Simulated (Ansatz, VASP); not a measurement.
**Au in VASP and in Ansatz**

File INCAR:

```
SYSTEM = Au
ALGO     = Normal         ! electronic algorithm
EDIFF    = 1E-6           ! SCF threshold, eV
ENCUT    = 520            ! plane-wave cutoff, eV
GGA      = PS             ! functional
ISIF     = 2              ! what is computed and relaxed
ISMEAR   = 0              ! smearing method
LASPH    = .True.         ! aspherical terms in the spheres
LCHARG   = .True.         ! write CHGCAR
LELF     = .True.         ! ELF
LREAL    = .False.        ! projectors in reciprocal space
LVHAR    = .True.       
LWAVE    = .False.        ! write WAVECAR
NBANDS   = 30             ! bands
NELM     = 100            ! most SCF steps
PREC     = Accurate       ! precision mode
SIGMA    = 0.15           ! smearing width, eV
```

Contents of KPOINTS:

```
k-points
0
Gamma
  8 8 8
  0 0 0
```

The input POSCAR:

```
Au
1.0
    4.0838687703      0.0000000000      0.0000000000
    0.0000000000     -4.0838687703      0.0000000000
    0.0000000000      0.0000000000     -4.0838687703
Au
4
Direct
    0.0000000000      0.5000000000      0.5000000000
    0.5000000000      0.0000000000      0.5000000000
    0.5000000000      0.5000000000      0.0000000000
    0.0000000000      0.0000000000      0.0000000000
```

Input for Ansatz:

```yaml
crystal:
  lattice:
    - [4.0838687703, 0.0, 0.0]
    - [0.0, -4.0838687703, 0.0]
    - [0.0, 0.0, -4.0838687703]
  atoms:
    - { symbol: Au, position: [0.0, 0.5, 0.5] }
    - { symbol: Au, position: [0.5, 0.0, 0.5] }
    - { symbol: Au, position: [0.5, 0.5, 0.0] }
    - { symbol: Au, position: [0.0, 0.0, 0.0] }
basis:
  ecutwfc: 420
kpoints:
  mp_grid: { grid: [8, 8, 8] }
hamiltonian:
  xc: pbesol
scf:
  occupations: { method: gaussian, width: 0.15 }
output:
  forces: true
  stress: true
  eigenvalues: true
  write_density: true
  write_potential: true
  elf: true
  volumetric_format: npy
```

Alike in both runs: task single point; functional PBEsol; k mesh 8 × 8 × 8; occupations gaussian, width 0.15 eV; no spin polarisation.

```csv
,VASP,Ansatz
version,VASP 6.6.1,Ansatz 0.2.0
potentials or method,"VASP PAW PBE potentials, release 64 (Au), cutoff 520 eV","scalar-relativistic, plane waves, PAW"
valence electrons in the cell,44,76
```

```csv
,VASP,Ansatz,Ansatz less VASP
gap on the k mesh at the Fermi level (eV),none,none,-
pressure (GPa),-0.2,0.1,+0.30
```

VASP's potentials were made for PBE, not for PBEsol. A gap of «none» marks a metal or a gap that the smearing closes. VASP's potentials hold 44 valence electrons a cell and Ansatz's 76, so a difference there can come from the potentials and not from the codes.

Neither program's run includes spin-orbit coupling.
